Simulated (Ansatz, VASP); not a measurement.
One calculation of Cd2C, two programs

Contents of INCAR:

```
SYSTEM = Cd2C
PREC = Accurate ; ENCUT = 520
EDIFF = 1E-7 ; ISMEAR = 0
SIGMA = 0.1 ; LREAL = .False.
LASPH = .True. ; NELM = 150
ALGO = Normal ; ISIF = 2
LWAVE = .False. ; LCHARG = .False.
ISPIN = 2 ; MAGMOM = 0 0 1
LORBIT = 11 ; GGA = PE
NBANDS = 25
```

KPOINTS

```
Automatic mesh
0
Gamma
  6 6 4
  0 0 0
```

POSCAR

```
Cd2C
1.0
    3.8571599500      0.0000000000      0.0000000000
   -1.9285799800      3.3403985100      0.0000000000
    0.0000000000      0.0000000000      4.6583432900
Cd C
2 1
Direct
    0.3333333300      0.6666666700      0.0435316500
    0.6666666700      0.3333333300      0.0435316500
    0.0000000000      0.0000000000      0.7633385900
```

Input for Ansatz:

```yaml
crystal:
  lattice:
    - [3.85715995, 0.0, 0.0]
    - [-1.92857998, 3.34039851, 0.0]
    - [0.0, 0.0, 4.65834329]
  atoms:
    - { symbol: Cd, position: [0.33333333, 0.66666667, 0.04353165] }
    - { symbol: Cd, position: [0.66666667, 0.33333333, 0.04353165] }
    - { symbol: C, position: [0.0, 0.0, 0.76333859], spin: 1.0 }
basis:
  ecutwfc: 420
kpoints:
  mp_grid: { grid: [6, 6, 4] }
hamiltonian:
  xc: pbe
scf:
  occupations: { method: gaussian, width: 0.1 }
  lower_state_search: "off"
output:
  forces: true
  stress: true
  eigenvalues: true
  populations: true
magnetization:
  spin_polarized: true
```

Alike in both runs: task single point; functional PBE; k mesh 6 × 6 × 4; occupations gaussian, width 0.1 eV; collinear spin.

|  | VASP | Ansatz |
| --- | --- | --- |
| version | VASP 6.6.1 | Ansatz 0.2.0 |
| potentials or method | VASP PAW PBE potentials, release 64 (Cd, C), cutoff 520 eV | scalar-relativistic, plane waves, PAW |
| valence electrons in the cell | 28 | 44 |

Ansatz gave:

| Quantity | Value |
| --- | --- |
| gap on the k mesh at the Fermi level (eV) | none |
| rms of the force components (eV/Å) | 0.693 |
| net moment per atom (μB) | 0.04 |
| size of the moment on the site where the two differ most (μB) | 0.09 |

Which values does VASP return?

gap on the k mesh at the Fermi level (eV): none; rms of the force components (eV/Å): 0.665; net moment per atom (μB): 0.04; size of the moment on the site where the two differ most (μB): 0.05.

Site moments also hang on the region over which each program counts them. Atom by atom the forces differ by 0.028 eV/Å (rms over components). A gap of «none» marks a metal or a gap that the smearing closes. VASP's potentials hold 28 valence electrons a cell and Ansatz's 44, so a difference there can come from the potentials and not from the codes.
